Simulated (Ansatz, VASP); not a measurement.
One calculation of Ag, two programs

The input POSCAR:

```
Ag
1.0
   -1.5428202178      1.5428202178      1.4592929085
    1.5428202178     -1.5428202178      1.4592929085
    1.5428202178      1.5428202178     -1.4592929085
Ag
1
Direct
    0.0000000000      0.0000000000      0.0000000000
```

The input INCAR.step1:

```
ALGO     = Normal         # electronic algorithm
EDIFF    = 1E-4           # SCF threshold, eV
ENCUT    = 600            # plane-wave cutoff, eV
GGA      = PE             # functional
ISMEAR   = 0              # smearing method
LASPH    = True           # aspherical terms in the spheres
LCHARG   = False          # write CHGCAR
LREAL    = False          # projectors in reciprocal space
LWAVE    = True           # write WAVECAR
NELM     = 60             # most SCF steps
PREC     = Accurate       # precision mode
SIGMA    = 0.1            # smearing width, eV
```

Contents of INCAR.step2:

```
ALGO     = Normal         # electronic algorithm
EDIFF    = 1E-6           # SCF threshold, eV
EDIFFG   = -0.05          # ionic threshold
ENCUT    = 600            # plane-wave cutoff, eV
IBRION   = 2              # ionic algorithm
ISIF     = 3              # what is computed and relaxed
ISMEAR   = 0              # smearing method
ISTART   = 1            
LASPH    = True           # aspherical terms in the spheres
LCHARG   = False          # write CHGCAR
LMIXTAU  = True         
LREAL    = False          # projectors in reciprocal space
LWAVE    = False          # write WAVECAR
METAGGA  = R2SCAN         # meta-GGA
NELM     = 60             # most SCF steps
NSW      = 80             # ionic steps
PREC     = Accurate       # precision mode
SIGMA    = 0.1            # smearing width, eV
```

KPOINTS

```
k-points
0
Gamma
  10 10 10
```

Input for Ansatz:

```yaml
crystal:
  lattice:
    - [-1.5428202178, 1.5428202178, 1.4592929085]
    - [1.5428202178, -1.5428202178, 1.4592929085]
    - [1.5428202178, 1.5428202178, -1.4592929085]
  atoms:
    - { symbol: Ag, position: [0.0, 0.0, 0.0] }
basis:
  ecutwfc: 500
kpoints:
  mp_grid: { grid: [10, 10, 10] }
hamiltonian:
  xc: r2scan
scf:
  occupations: { method: gaussian, width: 0.1 }
output:
  forces: true
  stress: true
  eigenvalues: true
relax:
  adjacent_minimum: "off"
  f_tol: 0.05
  max_steps: 60
  cell: { stress_tol: 0.5 }
```

Alike in both runs: task relaxation of cell and atoms; functional r2SCAN; k mesh 10 × 10 × 10; occupations gaussian, width 0.1 eV; no spin polarisation.

|  | VASP | Ansatz |
| --- | --- | --- |
| version | VASP 6.6.1 | Ansatz 0.2.0 |
| potentials or method | VASP PAW PBE potentials, release 64 (Ag), cutoff 600 eV | scalar-relativistic, plane waves, PAW |
| valence electrons in the cell | 11 | 19 |

VASP gave:

```
gap on the k mesh at the Fermi level, each at its own relaxed structure (eV) : none
relaxed volume (Å³/atom)                                                     : 17.50
relaxed length of the cell vector where the two differ most in proportion (Å)              : 2.842
```

Problem. Which values does Ansatz return?

Solution. gap on the k mesh at the Fermi level, each at its own relaxed structure (eV): none; relaxed volume (Å³/atom): 17.46; relaxed length of the cell vector where the two differ most in proportion (Å): 2.839.

VASP's potentials were made for PBE, not for r2SCAN. A gap of «none» marks a metal or a gap that the smearing closes. VASP's potentials hold 11 valence electrons a cell and Ansatz's 19, so a difference there can come from the potentials and not from the codes.

Noted on VASP's run: the volume moved by over 15 % at a fixed basis, so the end points are rough.
